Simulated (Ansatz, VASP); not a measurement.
# GdO in VASP and in Ansatz

INCAR

```
SYSTEM = GdO
PREC     = Accurate       ! precision mode
ENCUT    = 520            ! plane-wave cutoff, eV
EDIFF    = 1E-6           ! SCF threshold, eV
ISMEAR   = -1             ! smearing method
SIGMA    = 0.05           ! smearing width, eV
LREAL    = .False.        ! projectors in reciprocal space
LASPH    = .True.         ! aspherical terms in the spheres
NELM     = 150            ! most SCF steps
ALGO     = Normal         ! electronic algorithm
ISIF     = 2              ! what is computed and relaxed
LWAVE    = .False.        ! write WAVECAR
LCHARG   = .False.        ! write CHGCAR
ISPIN    = 2              ! spin polarisation
MAGMOM   = 7 0            ! initial moments
LORBIT   = 11             ! projections on sites
LMAXMIX  = 6              ! l up to which the mixer works
GGA      = CA             ! functional
NBANDS   = 23             ! bands
```

KPOINTS

```
Automatic mesh
0
Gamma
  9 9 9
  0 0 0
```

Contents of POSCAR:

```
GdO
1.0
    0.0000000000      2.6635090403      2.6635090403
    2.6635090403      0.0000000000      2.6635090403
    2.6635090403      2.6635090403      0.0000000000
Gd O
1 1
Direct
    0.0000000000      0.0000000000      0.0000000000
    0.7500000000      0.7500000000      0.7500000000
```

File input.yaml:

```yaml
crystal:
  lattice:
    - [0.0, 2.6635090403, 2.6635090403]
    - [2.6635090403, 0.0, 2.6635090403]
    - [2.6635090403, 2.6635090403, 0.0]
  atoms:
    - { symbol: Gd, position: [0.0, 0.0, 0.0], spin: 7.0 }
    - { symbol: O, position: [0.75, 0.75, 0.75] }
kpoints:
  mp_grid: { grid: [9, 9, 9] }
scf:
  occupations: { method: fermi_dirac, width: 0.05 }
hamiltonian:
  xc: lda
  pseudopotentials: { kind: all_electron, lapw: { basis_error: 0.001 } }
magnetization:
  spin_polarized: true
output:
  forces: true
  stress: true
  eigenvalues: true
```

Change from the starting cell: volume scaled by 0.96.

Alike in both runs: task single point; functional LDA; k mesh 9 × 9 × 9; occupations fermi-dirac, width 0.05 eV; collinear spin.

|  | VASP | Ansatz |
| --- | --- | --- |
| version | VASP 6.6.1 | Ansatz 0.2.0 |
| potentials or method | VASP PAW PBE potentials, release 64 (Gd, O), cutoff 520 eV | all-electron LAPW, scalar-relativistic |

```tsv
	VASP	Ansatz	Ansatz less VASP
gap on the k mesh at the Fermi level (eV)	none	none	-
pressure (GPa)	-3.8	-4.3	-0.49
net moment per atom (μB)	3.43	3.48	+0.049
size of the moment on the site where the two differ most (μB)	6.64	6.81	+0.163
```

VASP's potentials were made for PBE, not for LDA. LDA's correlation is that of Perdew and Zunger in VASP and of Perdew and Wang (1992) in Ansatz. Site moments also hang on the region over which each program counts them. A gap of «none» marks a metal or a gap that the smearing closes. Ansatz ran all-electron here, and VASP with PAW potentials.

Spin-orbit coupling is off throughout. Noted on Ansatz's run: the open f shell may have settled in a state that isn't the lowest.
